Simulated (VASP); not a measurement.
LaTe4:

```
CELL_PARAMETERS angstrom
5.69541 0.00000 0.00000
0.00000 5.69541 0.00000
0.00000 0.00000 5.69541
ATOMIC_POSITIONS crystal
La 0.00000 0.00000 0.00000
Te 0.25000 0.25000 0.25000
Te 0.75000 0.75000 0.25000
Te 0.25000 0.75000 0.75000
Te 0.75000 0.25000 0.75000
```

The cell was built from a structure type or drawn by symmetry, and may not be a known phase.

| Property | Result |
| --- | --- |
| Program | VASP 6.6.1 |
| Task | relaxation of cell and atoms |
| Functional | PBE |
| Potentials or basis | VASP PAW PBE potentials, release 64 (La, Te) |
| Cutoff | 600 eV |
| k mesh | 4 × 4 × 4 |
| Occupations | gaussian, width 0.1 eV |
| Spin | no spin polarisation |

At the start: pressure 17.4 GPa; volume 36.95 Å³/atom.

Q: Where does the relaxation end?

A: Over 20 steps the energy falls by 1468.0 meV/atom and the volume is 39.10 Å³/atom (+5.8 %); space group P-43m (No. 215, to 0.1 Å) before and after.

Step by step:
```tsv
step	energy change (eV)	largest force (eV/Å)	pressure (GPa)	volume (Å³)
1	0.0000	7.1876	17.38	184.75
2	-4.8245	0.3420	-3.99	313.98
3	-5.7771	0.8015	-1.57	260.72
4	-5.7785	0.8644	-1.43	259.03
5	-5.7771	0.9265	-1.28	257.37
6	-6.0483	1.0322	-1.25	244.74
7	-6.8615	1.2498	-0.36	209.32
8	-4.9121	3.6161	17.79	149.06
9	-6.9084	1.4128	0.70	199.89
10	-6.9991	0.5544	4.96	173.23
11	-7.0785	1.1532	2.46	184.98
12	-7.0841	1.0362	3.01	181.82
13	-7.2102	0.3555	2.79	181.39
14	-7.2231	0.0354	2.80	181.21
15	-7.3027	0.0634	1.48	187.28
16	-7.3364	0.0808	-0.33	197.88
17	-7.3390	0.0803	0.00	195.73
18	-7.3390	0.0806	0.03	195.44
19	-7.3395	0.0583	0.04	195.46
20	-7.3400	0.0004	0.01	195.51
```

Final structure:
```
La Te
1.0
     5.80397    0.00000    0.00000
     0.00000    5.80397    0.00000
     0.00000    0.00000    5.80397
La Te
1 4
Direct
  0.00000 0.00000 0.00000
  0.30496 0.30496 0.30496
  0.69504 0.69504 0.30496
  0.30496 0.69504 0.69504
  0.69504 0.30496 0.69504
```
